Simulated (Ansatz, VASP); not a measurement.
**ZrN: VASP beside Ansatz**

Contents of INCAR:

```
  ALGO = Normal
  EDIFF = 1E-8
  ENCUT = 520
  GGA = PE
  GGA_COMPAT = False
  ISIF = 2
  ISMEAR = -1
  LASPH = True
  LCHARG = False
  LEFG = True
  LREAL = False
  LWAVE = False
  NBANDS = 16
  NELM = 120
  PREC = Accurate
  SIGMA = 0.01
```

The input KPOINTS:

```
k-points
0
Gamma
  9 9 9
```

The input POSCAR:

```
ZrN
1.0
    0.0000000000      2.2842300000      2.2842300000
    2.2842300000      0.0000000000      2.2842300000
    2.2842300000      2.2842300000      0.0000000000
Zr N
1 1
Direct
    0.0000000000      0.0000000000      0.0000000000
    0.5000000000      0.5000000000      0.5000000000
```

Input for Ansatz:

```yaml
crystal:
  lattice:
    - [0.0, 2.28423, 2.28423]
    - [2.28423, 0.0, 2.28423]
    - [2.28423, 2.28423, 0.0]
  atoms:
    - { symbol: Zr, position: [0.0, 0.0, 0.0] }
    - { symbol: "N", position: [0.5, 0.5, 0.5] }
kpoints:
  mp_grid: { grid: [9, 9, 9] }
  band_path:
    path:
      - [0.0, 0.0, 0.0]
      - [0.5, 0.0, 0.5]
      - [0.625, 0.25, 0.625]
      - [0.375, 0.375, 0.75]
      - [0.0, 0.0, 0.0]
      - [0.5, 0.5, 0.5]
      - [0.5, 0.25, 0.75]
      - [0.5, 0.0, 0.5]
    npoints: 8
scf:
  occupations: { method: fermi_dirac, width: 0.01 }
hamiltonian:
  xc: pbe
  pseudopotentials: { kind: all_electron, datasets: crystal }
output:
  forces: true
  stress: true
  eigenvalues: true
  efg: { contact_densities: true }
```

Alike in both runs: task electric field gradients; functional PBE; k mesh 9 × 9 × 9; occupations fermi-dirac, width 0.01 eV; no spin polarisation.

```csv
,VASP,Ansatz
version,VASP 6.6.1,Ansatz 0.2.0
potentials or method,"VASP PAW PBE potentials, release 64 (Zr_sv, N), cutoff 520 eV","all-electron PAW with datasets made for the crystal, scalar-relativistic"
```

Ansatz gave:

| Property | Result |
| --- | --- |
| pressure (GPa) | 4.5 |

Problem. Estimate VASP's values.

Solution. Pressure (GPa): 4.7.

Ansatz ran all-electron here, and VASP with PAW potentials. Ansatz's warnings: printed levels off.
